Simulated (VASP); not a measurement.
# CoH3 (Fm-3m) in VASP: single point with PBE

Aim: the single point of CoH3 with PBE.

All numbers are computed with VASP 6.6.1; they aren't measurements. Logs are shortened: lines on timing, memory, paths and dates and some standing lists are left out, and cuts for length are marked.

## Step 1: The cell of the first run

It takes space group Fm-3m (No. 225, cubic). Conventional cell: a = 4.165 Å, b = 4.165 Å, c = 4.165 Å, α = 90.00°, β = 90.00°, γ = 90.00°. Within 2.4 Å of Co (site symmetry m-3m) lie 14 H at 1.80 to 2.08 Å. Within 2.4 Å of H (site symmetry -43m) lie 4 Co at 1.80 Å and 10 H at 1.80 to 2.08 Å. H (site symmetry m-3m) has 8 H at 1.80 Å and 6 Co at 2.08 Å within 2.4 Å.

## Step 2: Single point, PBE

POSCAR reads:

```
CoH3
1.0
    0.0000000000      2.0823481189      2.0823481189
    2.0823481189      0.0000000000      2.0823481189
    2.0823481189      2.0823481189      0.0000000000
Co H
1 3
Direct
    0.0000000000      0.0000000000      0.0000000000
    0.2500000000      0.2500000000      0.2500000000
    0.7500000000      0.7500000000      0.7500000000
    0.5000000000      0.5000000000      0.5000000000
```

INCAR.step1 reads:

```
SYSTEM = CoH3
PREC = Accurate ; ENCUT = 520
EDIFF = 1E-6 ; ISMEAR = 0
SIGMA = 0.1 ; LREAL = .FALSE.
LASPH = .TRUE. ; NELM = 60
ALGO = Normal ; ISIF = 2
LWAVE = .FALSE. ; LCHARG = .TRUE.
LMAXMIX = 4 ; GGA = PE
NBANDS = 14
```

KPOINTS.step1 reads:

```
Automatic mesh
0
G
  20 20 20
  0 0 0
```

INCAR.step2 reads:

```
SYSTEM = CoH3
PREC = Accurate ; ENCUT = 520
EDIFF = 1E-6 ; ISMEAR = -5
SIGMA = 0.1 ; LREAL = .FALSE.
LASPH = .TRUE. ; NELM = 60
ALGO = Normal ; ISIF = 2
LWAVE = .FALSE. ; LCHARG = .FALSE.
LMAXMIX = 4 ; GGA = PE
LORBIT = 11 ; NEDOS = 1001
ICHARG = 11
```

KPOINTS.step2 reads:

```
Automatic mesh
0
G
  30 30 30
  0 0 0
```

Potentials or basis: VASP PAW PBE potentials, release 64 (Co, H).

Command:

```console
$ cat potpaw_PBE.64/Co/POTCAR potpaw_PBE.64/H/POTCAR > POTCAR
$ cp INCAR.step1 INCAR
$ cp KPOINTS.step1 KPOINTS
$ mpirun -np 1 vasp_std > vasp.out
$ cp INCAR.step2 INCAR
$ cp KPOINTS.step2 KPOINTS
$ mpirun -np 1 vasp_std > vasp.out
```

OUTCAR:

```text
SYSTEM = CoH3
   PREC = Accurate
   ENCUT = 520
   EDIFF = 1E-6
   ISMEAR = -5
   LREAL = .FALSE.
   LASPH = .TRUE.
   NELM = 60
   ISIF = 2
   GGA = PE
   LORBIT = 11
   ICHARG = 11

 ion  position               nearest neighbor table
   1  0.000  0.000  0.000-   3 1.80   3 1.80   3 1.80   2 1.80   2 1.80   2 1.80   3 1.80   2 1.80

   2  0.250  0.250  0.250-   1 1.80   1 1.80   1 1.80   1 1.80
   3  0.750  0.750  0.750-   1 1.80   1 1.80   1 1.80   1 1.80
   4  0.500  0.500  0.500-

  LATTYP: Found a face centered cubic cell.
 ALAT       =     4.1646962378

  Lattice vectors:

 A1 = (   0.0000000000,   2.0823481189,   2.0823481189)
 A2 = (   2.0823481189,   0.0000000000,   2.0823481189)
 A3 = (   2.0823481189,   2.0823481189,   0.0000000000)

Analysis of symmetry for initial positions (statically):
=====================================================================
 Subroutine PRICEL returns:
 Original cell was already a primitive cell.

 Routine SETGRP: Setting up the symmetry group for a
 face centered cubic supercell.

 Subroutine GETGRP returns: Found 48 space group operations
 (whereof 48 operations were pure point group operations)
 out of a pool of 48 trial point group operations.

The static configuration has the point symmetry O_h .

Analysis of symmetry for dynamics (positions and initial velocities):
=====================================================================
 Subroutine PRICEL returns:
 Original cell was already a primitive cell.

 Routine SETGRP: Setting up the symmetry group for a
 face centered cubic supercell.

 Subroutine GETGRP returns: Found 48 space group operations
 (whereof 48 operations were pure point group operations)
 out of a pool of 48 trial point group operations.

The dynamic configuration has the point symmetry O_h .

 Subroutine INISYM returns: Found 48 space group operations
 (whereof 48 operations are pure point group operations),
 and found     1 'primitive' translations

----------------------------------------------------------------------------------------

                                     Primitive cell

  volume of cell :      18.0588

  direct lattice vectors                    reciprocal lattice vectors
     0.000000000  2.082348119  2.082348119    -0.240113550  0.240113550  0.240113550
     2.082348119  0.000000000  2.082348119     0.240113550 -0.240113550  0.240113550
     2.082348119  2.082348119  0.000000000     0.240113550  0.240113550 -0.240113550

  length of vectors
     2.944884951  2.944884951  2.944884951     0.415888869  0.415888869  0.415888869

  position of ions in fractional coordinates (direct lattice)
     0.000000000  0.000000000  0.000000000
     0.250000000  0.250000000  0.250000000
     0.750000000  0.750000000  0.750000000
     0.500000000  0.500000000  0.500000000

  ion indices of the primitive-cell ions
   primitive index   ion index
                 1           1
                 2           2
                 3           3
                 4           4

----------------------------------------------------------------------------------------

 KPOINTS: Automatic mesh

Automatic generation of k-mesh.
 Grid dimensions read from file:
 generate k-points for:   30   30   30

 Generating k-lattice:

  Cartesian coordinates                     Fractional coordinates (reciprocal lattice)
    -0.008003785  0.008003785  0.008003785     0.033333333  0.000000000  0.000000000
     0.008003785 -0.008003785  0.008003785     0.000000000  0.033333333  0.000000000
     0.008003785  0.008003785 -0.008003785     0.000000000  0.000000000  0.033333333

  Length of vectors
     0.013862962  0.013862962  0.013862962

  Shift w.r.t. Gamma in fractional coordinates (k-lattice)
     0.000000000  0.000000000  0.000000000

 TETIRR: Found   3593 inequivalent tetrahedra from   162000

 Subroutine IBZKPT returns following result:
 ===========================================

 Found    752 irreducible k-points:

 Following reciprocal coordinates:
            Coordinates               Weight
  0.000000  0.000000  0.000000      1.000000
  0.033333  0.000000  0.000000      8.000000
  0.066667  0.000000  0.000000      8.000000
  0.100000  0.000000  0.000000      8.000000
  0.133333  0.000000  0.000000      8.000000
  0.166667  0.000000  0.000000      8.000000
[... 16 lines left out ...]
  0.233333  0.033333  0.000000     24.000000
  0.266667  0.033333  0.000000     24.000000
 [... further k-points ...]
   k-points           NKPTS =    752   k-points in BZ     NKDIM =    752   number of bands    NBANDS=     10
   number of dos      NEDOS =   1001   number of ions     NIONS =      4
   total plane-waves  NPLWV =  13824
   dimension x,y,z NGX =    24 NGY =   24 NGZ =   24
   dimension x,y,z NGXF=    48 NGYF=   48 NGZF=   48
   ions per type =               1   3
   NGX,Y,Z   is equivalent  to a cutoff of  13.55, 13.55, 13.55 a.u.
   NGXF,Y,Z  is equivalent  to a cutoff of  27.10, 27.10, 27.10 a.u.
 SYSTEM =  CoH3
   PREC   = accura    normal or accurate (medium, high low for compatibility)
   ISTART =      0    job   : 0-new  1-cont  2-samecut
   ICHARG =     11    charge: 1-file 2-atom 10-const
   ISPIN  =      1    spin polarized calculation?
   LNONCOLLINEAR =      F non collinear calculations
   LSORBIT =      F    spin-orbit coupling
   LASPH  =      T    aspherical Exc in radial PAW
   ENCUT  =  520.0 eV  38.22 Ry    6.18 a.u.   5.48  5.48  5.48*2*pi/ulx,y,z
   NELM   =     60;   NELMIN=  2; NELMDL=  0     # of ELM steps
   EDIFF  = 0.1E-05   stopping-criterion for ELM
   LREAL  =      F    real-space projection
   EDIFFG = 0.1E-04   stopping-criterion for IOM
   NSW    =      0    number of steps for IOM
   IBRION =     -1    ionic relax: 0-MD 1-quasi-New 2-CG
   NFREE  =      0    steps in history (QN), initial steepest desc. (CG)
   ISIF   =      2    stress and relaxation
   ISYM   =      2    0-nonsym 1-usesym 2-fastsym
   POTIM  = 0.5000    time-step for ionic-motion
   TEBEG  =    0.0;   TEEND  =   0.0 temperature during run
   PSTRESS=    0.0 pullay stress
   NELECT =      12.0000    total number of electrons
   NUPDOWN=      -1.0000    fix difference up-down
   EMIN   =  10.00;   EMAX   =-10.00  energy-range for DOS
   EFERMI =   0.00;   METHOD = LEGACY
   ISMEAR =    -5;   SIGMA  =   0.10  broadening in eV -4-tet -1-fermi 0-gaus
   EFERMI_NEDOS =   21; number of points for ismear=-14 and -15
   IALGO  =     38    algorithm
   IMIX   =      4    mixing-type and parameters
     AMIX     =   0.40;   BMIX     =  1.00
     AMIX_MAG =   1.60;   BMIX_MAG =  1.00
  volume/ion in A,a.u.               =       4.51        30.47
  Fermi-wavevector in a.u.,A,eV,Ry     =   1.428582  2.699629 27.767412  2.040847
  Thomas-Fermi vector in A             =   2.548628
   LORBIT       =     11    0 simple, 1 ext, 2 COOP (PROOUT), +10 PAW based schemes
   GGA     = PE    functional components
   LHFCALC =     F    Hartree Fock is set to
   AEXX    =    0.0000 exact exchange contribution
   IVDW    =     0    specifies the selected vdW correction
   LEPSILON=     F    determine dielectric tensor
   LRPA    =     F    only Hartree local field effects (RPA)
 non-spin polarized calculation
 Fermi weights with tetrahedron method with Bloechl corrections
  energy-cutoff  :      520.00
  volume of cell :       18.06
 maximum number of plane-waves:       531
 NGX is ok and might be reduce to    24

 number of electron      11.9999999 magnetization

 Free energy of the ion-electron system (eV)
  ---------------------------------------------------
  ext. energy  EPLUGINS =         0.00000000
  ---------------------------------------------------
  free energy    TOTEN  =       -15.27795543 eV

  energy without entropy =      -15.27795543  energy(sigma->0) =      -15.27795543

 E-fermi :   9.1202     XC(G=0): -12.7164

 val. band max:        9.1717241738   @ k =  -0.2667   0.4667   0.2000
 cond. band min:       9.0965941903   @ k =  -0.3333   0.4000   0.0667
 fundamental gap:     -0.0751299834
 Fermi energy:         9.1202472262

 k-point     1 :       0.0000    0.0000    0.0000
  band No.  band energies     occupation
      1      -6.0516      2.00000
      2       6.3392      2.00000
      3       6.3392      2.00000
      4       6.3392      2.00000
      5       7.3739      2.00000
      6       7.3739      2.00000
      7      10.2351      0.00000
      8      13.9515      0.00000
      9      23.3714      0.00000
     10      23.3715      0.00000

 k-point     2 :       0.0333    0.0000    0.0000
  band No.  band energies     occupation
      1      -6.0229      2.00000
      2       6.2654      2.00000
      3       6.3467      2.00000
      4       6.3467      2.00000
      5       7.3690      2.00000
      6       7.3690      2.00000
      7      10.3041      0.00000
      8      13.8746      0.00000
      9      23.0887      0.00000
     10      23.3071      0.00000

 k-point     3 :       0.0667    0.0000    0.0000
  band No.  band energies     occupation
      1      -5.9369      2.00000
      2       6.0602      2.00000
      3       6.3685      2.00000
      4       6.3685      2.00000
      5       7.3554      2.00000
      6       7.3554      2.00000
      7      10.4918      0.00000
      8      13.6534      0.00000
      9      22.4621      0.00000
     10      23.1417      0.00000
[... 248 lines left out ...]
 k-point    23 :       0.2333    0.0333    0.0000
  band No.  band energies     occupation
      1      -4.7802      2.00000
      2       4.2334      2.00000
      3       6.4975      2.00000
      4       6.5131      2.00000
      5       7.2560      2.00000
      6       7.3999      2.00000
      7      11.4542      0.00000
      8      11.6547      0.00000
      9      19.9284      0.00000
     10      21.3486      0.00000

 k-point    24 :       0.2667    0.0333    0.0000
  band No.  band energies     occupation
      1      -4.3921      2.00000
      2       3.7646      2.00000
      3       6.4785      2.00000
      4       6.5082      2.00000
      5       7.3091      2.00000
      6       7.4502      2.00000
      7      11.0874      0.00000
      8      11.5605      0.00000
      9      19.7495      0.00000
     10      21.1705      0.00000

 [... further k-points ...]

------------------------ aborting loop because EDIFF is reached ----------------------------------------

  FORCE on cell =-STRESS in cart. coord.  units (eV):
  Direction    XX          YY          ZZ          XY          YZ          ZX
  --------------------------------------------------------------------------------------
  -------------------------------------------------------------------------------------
  Total       -0.0260231     -0.0260231     -0.0260231      0.0000000     -0.0000000      0.0000000
  in kB       -2.3087644     -2.3087644     -2.3087644      0.0000000     -0.0000000      0.0000000
  external PRESSURE =      -2.3087644 kB  Pullay stress =       0.0000000 kB

 VOLUME and BASIS-vectors are now :
 -----------------------------------------------------------------------------
  energy-cutoff  :      520.00
  volume of cell :       18.06
      direct lattice vectors                 reciprocal lattice vectors
     0.000000000  2.082348119  2.082348119    -0.240113550  0.240113550  0.240113550
     2.082348119  0.000000000  2.082348119     0.240113550 -0.240113550  0.240113550
     2.082348119  2.082348119  0.000000000     0.240113550  0.240113550 -0.240113550

 POSITION                                       TOTAL-FORCE (eV/Angst)
 -----------------------------------------------------------------------------------
      0.00000      0.00000      0.00000        -0.000000     -0.000000     -0.000000
      1.04117      1.04117      1.04117        -0.000000      0.000000     -0.000000
      3.12352      3.12352      3.12352         0.000000      0.000000      0.000000
      2.08235      2.08235      2.08235        -0.000000     -0.000000     -0.000000
 -----------------------------------------------------------------------------------
    total drift:                               -0.000000     -0.000000     -0.000000

  FREE ENERGIE OF THE ION-ELECTRON SYSTEM (eV)
  ---------------------------------------------------
  free  energy   TOTEN  =       -15.2779554289 eV

  energy  without entropy=      -15.2779554289  energy(sigma->0) =      -15.27795543

 total charge

# of ion       s       p       d       tot
------------------------------------------
    1        0.308   0.476   7.647   8.431
    2        0.502   0.032   0.000   0.534
    3        0.502   0.032   0.000   0.534
    4        0.401   0.027   0.000   0.427
--------------------------------------------------
tot          1.713   0.566   7.647   9.926
```

It took 42 s on 1 thread of Intel Xeon 6975P-C (Granite Rapids), shared host; peak memory 0.28 GiB.

Results:

- Valence electrons inside the program's atomic spheres: Co 8.43; H 0.53, 0.43 (each value once)

Levels at points of the mesh, in eV from the Fermi level:
```
           k point  band 2  band 3  band 4  band 5  band 6  band 7  band 8  band 9  band 10
(0.00, 0.00, 0.00)   -2.78   -2.78   -2.78   -1.75   -1.75    1.11    4.83   14.25    14.25
(0.50, 0.00, 0.00)   -9.28   -2.81   -2.81   -1.28   -1.28    0.43    1.17   11.56    12.27
(0.50, 0.50, 0.00)   -7.89   -6.97   -1.23   -1.18   -1.18    1.21    4.39    5.07     5.07
```

Caveat: the run has no spin polarisation, though such a crystal can be magnetic. Spin polarisation is off, so any magnetic state and its effect on volume and gap are missing.
